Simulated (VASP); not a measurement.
# Ba (Im-3m) in VASP: single point with LDA

Aim: the single point of Ba with LDA.

Everything below comes from runs of VASP 6.6.1. Logs are shortened: lines on timing, memory, paths and dates and some standing lists are left out, and cuts for length are marked.

## 1. The cell of the first run

Symmetry: Im-3m, No. 229, cubic system. Conventional cell: a = 4.674 Å, b = 4.674 Å, c = 4.674 Å, α = 90.00°, β = 90.00°, γ = 90.00°. Ba (site symmetry m-3m) has 14 Ba at 4.05 to 4.67 Å within 5.3 Å.

## 2. Single point, LDA

Input file INCAR:

```
SYSTEM = Ba
ALGO = Normal ; EDIFF = 1E-7
ENCUT = 520 ; ISIF = 2
ISMEAR = 0 ; LASPH = .TRUE.
LCHARG = .FALSE. ; LREAL = .FALSE.
LWAVE = .FALSE. ; NBANDS = 11
NELM = 60 ; PREC = Accurate
SIGMA = 0.15
```

Input file KPOINTS:

```
k-points
0
G
  18 18 18
  0 0 0
```

Input file POSCAR:

```
Ba
1.0
    3.8949981540     -0.7789996308     -0.7789996308
   -0.7789996308      3.8949981540     -0.7789996308
   -0.7789996308     -0.7789996308      3.8949981540
Ba
1
Direct
    0.0000000000      0.0000000000      0.0000000000
```

Potentials or basis: VASP PAW LDA potentials, release 64 (Ba_sv).

Launch:

```
> cat potpaw_LDA.64/Ba_sv/POTCAR > POTCAR
> mpirun -np 1 vasp_std > vasp.out
```

OUTCAR:

```text
SYSTEM = Ba
   EDIFF = 1E-7
   ENCUT = 520
   ISIF = 2
   ISMEAR = 0
   LASPH = .TRUE.
   LREAL = .FALSE.
   NELM = 60
   PREC = Accurate

 ion  position               nearest neighbor table
   1  0.000  0.000  0.000-

  LATTYP: Found a body centered cubic cell.
 ALAT       =     4.6739977848

  Lattice vectors:

 A1 = (   3.8949981540,  -0.7789996308,  -0.7789996308)
 A2 = (  -0.7789996308,   3.8949981540,  -0.7789996308)
 A3 = (  -0.7789996308,  -0.7789996308,   3.8949981540)

Analysis of symmetry for initial positions (statically):
=====================================================================
 Subroutine PRICEL returns:
 Original cell was already a primitive cell.

 Routine SETGRP: Setting up the symmetry group for a
 body centered cubic supercell.

 Subroutine GETGRP returns: Found 48 space group operations
 (whereof 48 operations were pure point group operations)
 out of a pool of 48 trial point group operations.

The static configuration has the point symmetry O_h .

Analysis of symmetry for dynamics (positions and initial velocities):
=====================================================================
 Subroutine PRICEL returns:
 Original cell was already a primitive cell.

 Routine SETGRP: Setting up the symmetry group for a
 body centered cubic supercell.

 Subroutine GETGRP returns: Found 48 space group operations
 (whereof 48 operations were pure point group operations)
 out of a pool of 48 trial point group operations.

The dynamic configuration has the point symmetry O_h .

 Subroutine INISYM returns: Found 48 space group operations
 (whereof 48 operations are pure point group operations),
 and found     1 'primitive' translations

----------------------------------------------------------------------------------------

                                     Primitive cell

  volume of cell :      51.0547

  direct lattice vectors                    reciprocal lattice vectors
     3.894998154 -0.778999631 -0.778999631     0.285266146  0.071316536  0.071316536
    -0.778999631  3.894998154 -0.778999631     0.071316536  0.285266146  0.071316536
    -0.778999631 -0.778999631  3.894998154     0.071316536  0.071316536  0.285266146

  length of vectors
     4.047800819  4.047800819  4.047800819     0.302570439  0.302570439  0.302570439

  position of ions in fractional coordinates (direct lattice)
     0.000000000  0.000000000  0.000000000

  ion indices of the primitive-cell ions
   primitive index   ion index
                 1           1

----------------------------------------------------------------------------------------
[... 75 lines left out ...]
   NFREE  =      0    steps in history (QN), initial steepest desc. (CG)
   ISIF   =      2    stress and relaxation
   ISYM   =      2    0-nonsym 1-usesym 2-fastsym
   POTIM  = 0.5000    time-step for ionic-motion
   TEBEG  =    0.0;   TEEND  =   0.0 temperature during run
   PSTRESS=    0.0 pullay stress
   NELECT =      10.0000    total number of electrons
   NUPDOWN=      -1.0000    fix difference up-down
   EMIN   =  10.00;   EMAX   =-10.00  energy-range for DOS
   EFERMI =   0.00;   METHOD = LEGACY
   ISMEAR =     0;   SIGMA  =   0.15  broadening in eV -4-tet -1-fermi 0-gaus
   EFERMI_NEDOS =   21; number of points for ismear=-14 and -15
   IALGO  =     38    algorithm
   IMIX   =      4    mixing-type and parameters
     AMIX     =   0.40;   BMIX     =  1.00
     AMIX_MAG =   1.60;   BMIX_MAG =  1.00
  volume/ion in A,a.u.               =      51.05       344.53
  Fermi-wavevector in a.u.,A,eV,Ry     =   0.950743  1.796643 12.298465  0.903912
  Thomas-Fermi vector in A             =   2.079148
   LORBIT       =      0    0 simple, 1 ext, 2 COOP (PROOUT), +10 PAW based schemes
   GGA     = CA    functional components
   LHFCALC =     F    Hartree Fock is set to
   AEXX    =    0.0000 exact exchange contribution
   IVDW    =     0    specifies the selected vdW correction
   LEPSILON=     F    determine dielectric tensor
   LRPA    =     F    only Hartree local field effects (RPA)
 non-spin polarized calculation
 Gauss-broadening in eV      SIGMA  =   0.15
  energy-cutoff  :      520.00
  volume of cell :       51.05
 maximum number of plane-waves:      1415
   NGX = 15   NGY = 15   NGZ = 15

 number of electron      10.0000000 magnetization

 number of electron       9.9999998 magnetization

 Free energy of the ion-electron system (eV)
  ---------------------------------------------------
  ext. energy  EPLUGINS =         0.00000000
  ---------------------------------------------------
  free energy    TOTEN  =        -2.24964030 eV

  energy without entropy =       -2.23685467  energy(sigma->0) =       -2.24324749

 E-fermi :   2.1758     XC(G=0):  -8.3307

 val. band max:        2.1643792447   @ k =   0.2778   0.2778   0.0556
 cond. band min:       2.1900876506   @ k =  -0.4444   0.4444   0.2778
 fundamental gap:      0.0257084059
 Fermi energy:         2.1757833602

 k-point     1 :       0.0000    0.0000    0.0000
  band No.  band energies     occupation
      1     -26.3323      2.00000
      2     -11.1124      2.00000
      3     -11.1124      2.00000
      4     -11.1124      2.00000
      5      -0.6266      2.00000
      6       4.1657      0.00000
      7       4.1657      0.00000
      8       4.1657      0.00000
      9       5.9424      0.00000
     10       5.9424      0.00000
     11       9.7703      0.00000
[... 309 lines left out ...]
 k-point    24 :       0.3889    0.1111    0.0000
  band No.  band energies     occupation
      1     -26.2244      2.00000
      2     -11.9528      2.00000
      3     -11.4190      2.00000
      4     -11.1625      2.00000
      5       1.3430      2.00000
      6       2.8231      0.00000
      7       3.8513      0.00000
      8       5.8258      0.00000
      9       6.7112      0.00000
     10       8.3997      0.00000
     11       9.2456      0.00000

 [... further k-points ...]
[... 5 lines left out ...]
  --------------------------------------------------------------------------------------
  -------------------------------------------------------------------------------------
  Total        0.2247540      0.2247540      0.2247540      0.0000000      0.0000000      0.0000000
  in kB        7.0531406      7.0531406      7.0531406      0.0000000      0.0000000      0.0000000
  external PRESSURE =       7.0531406 kB  Pullay stress =       0.0000000 kB

 VOLUME and BASIS-vectors are now :
 -----------------------------------------------------------------------------
  energy-cutoff  :      520.00
  volume of cell :       51.05
      direct lattice vectors                 reciprocal lattice vectors
     3.894998154 -0.778999631 -0.778999631     0.285266146  0.071316536  0.071316536
    -0.778999631  3.894998154 -0.778999631     0.071316536  0.285266146  0.071316536
    -0.778999631 -0.778999631  3.894998154     0.071316536  0.071316536  0.285266146

 POSITION                                       TOTAL-FORCE (eV/Angst)
 -----------------------------------------------------------------------------------
      0.00000      0.00000      0.00000         0.000000     -0.000000     -0.000000
 -----------------------------------------------------------------------------------
    total drift:                                0.000000      0.000000     -0.000000

  FREE ENERGIE OF THE ION-ELECTRON SYSTEM (eV)
  ---------------------------------------------------
  free  energy   TOTEN  =        -2.2496403033 eV

  energy  without entropy=       -2.2368546670  energy(sigma->0) =       -2.24324749
```

stdout:

```text
POSCAR found type information on POSCAR Ba
 POSCAR found :  1 types and       1 ions
 scaLAPACK will be used
 LDA part: xc-table for (Slater(with rela. corr.)+CA(PZ))
 , standard interpolation
 POSCAR, INCAR and KPOINTS ok, starting setup
 FFT: planning ... GRIDC
 FFT: planning ... GRID_SOFT
 FFT: planning ... GRID
 WAVECAR not read
 entering main loop
```

It took 90 s on 1 thread of Oxide Virtual Turin-like, shared host; peak memory 0.2 GiB.

What came out:

```
Free energy            : -2.2496 eV
Pressure               : 0.7 GPa
Band gap on the k mesh : zero (bands 5 and 6 overlap by 1.52 eV)
```

Caveat: spin-orbit coupling is left out, which moves the levels of the heavy elements.

The gap in the log of VASP goes by the Fermi energy; the results here count the filled bands.